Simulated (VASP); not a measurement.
A run of VASP 6.6.1 is set up as follows.

File INCAR:

```
PREC = Accurate
ENCUT = 600
EDIFF = 1E-6
ISMEAR = -1
SIGMA = 0.05
LREAL = False
LASPH = True
NELM = 100
ALGO = Normal
ISIF = 3
LWAVE = False
LCHARG = False
GGA = B5
ALDAX = 1.0
AGGAX = 1.0
AGGAC = 1.0
ALDAC = 0.0
IVDW = 12
VDW_S6 = 1.0
VDW_S8 = 2.6996
VDW_A1 = 0.4298
VDW_A2 = 4.2359
IBRION = 2
NSW = 60
EDIFFG = -0.01
```

KPOINTS

```
Automatic mesh
0
Gamma
  11 11 11
```

File POSCAR:

```
Ge
1.0
   -2.5744897190      2.5744897190      1.3974126432
    2.5744897190     -2.5744897190      1.3974126432
    2.5744897190      2.5744897190     -1.3974126432
Ge
2
Direct
    0.5000000000      0.5000000000      0.0000000000
    0.2500000000      0.7500000000      0.5000000000
```

Potentials or basis: VASP PAW PBE potentials, release 64 (Ge_d).

Launch:

```bash
$ cat potpaw_PBE.64/Ge_d/POTCAR > POTCAR
$ mpirun -np 1 vasp_std > vasp.out
```

Estimate the dispersion energy per atom.

-0.799 eV.

What does it give for the relaxed cell?

a = 3.950 Å, b = 3.950 Å, c = 3.950 Å, α = 97.37°, β = 97.37°, γ = 138.04°.

Estimate the relaxed volume.

19.23 Å³/atom.

Predict the space group after relaxing (to 0.1 Å).

I4_1/amd (No. 141).

Final structure:
```cif
data_structure
_symmetry_space_group_name_H-M 'P 1'
_symmetry_Int_Tables_number 1
_cell_length_a 3.9497
_cell_length_b 3.9497
_cell_length_c 3.9497
_cell_angle_alpha 97.366
_cell_angle_beta 97.366
_cell_angle_gamma 138.037
_cell_volume 38.47
loop_
_atom_site_label
_atom_site_type_symbol
_atom_site_fract_x
_atom_site_fract_y
_atom_site_fract_z
_atom_site_occupancy
Ge1 Ge 0.50000 0.50000 0.00000 1
Ge2 Ge 0.25000 0.75000 0.50000 1
```

Caveat: the PAW data sets were made with another functional, which shifts forces and pressure a little.
